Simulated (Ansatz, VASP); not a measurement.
**One calculation of CrO2, two programs**

```xyz
6
Lattice="4.4100 0.0000 0.0000 0.0000 4.4100 0.0000 0.0000 0.0000 2.9100" Properties=species:S:1:pos:R:3 pbc="T T T"
Cr    0.0000    0.0000    0.0000
Cr    2.2050    2.2050    1.4550
O     1.3230    1.3230    0.0000
O     0.8820    3.5280    1.4550
O     3.0870    3.0870    0.0000
O     3.5280    0.8820    1.4550
```

Alike in both runs: task single point; functional PBE; k mesh 4 × 4 × 6; occupations fermi-dirac, width 0.05 eV; collinear spin; Hubbard terms Cr d U = 3.7 eV.

|  | VASP | Ansatz |
| --- | --- | --- |
| version | VASP 6.6.1 | Ansatz 0.2.0 |
| potentials or method | VASP PAW PBE potentials, release 64 (Cr_pv, O), cutoff 520 eV | PAW, plane waves, scalar-relativistic |
| valence electrons in the cell | 48 | 52 |

VASP gave:

```
pressure (GPa)                                                : 12.1
traceless stress, the component that is largest in VASP (GPa) : 3.78
rms of the force components (eV/Å)                            : 0.092
net moment per atom (μB)                                      : 0.00
size of the moment on the site where the two differ most (μB) : 2.02
```

Problem. What did Ansatz give for the same quantities?

Solution. Pressure (GPa): 9.3; traceless stress, the component that is largest in VASP (GPa): 3.62; rms of the force components (eV/Å): 0.094; net moment per atom (μB): 0.00; size of the moment on the site where the two differ most (μB): 1.70.

Site moments also hang on the region over which each program counts them. The programs project onto different local orbitals, so the same U acts differently, and such runs can settle in different states. Atom by atom the forces differ by 0.002 eV/Å (rms over components). VASP's potentials hold 48 valence electrons a cell and Ansatz's 52, so a difference there can come from the potentials and not from the codes. Ansatz's warnings: filled band counts differ across k points.
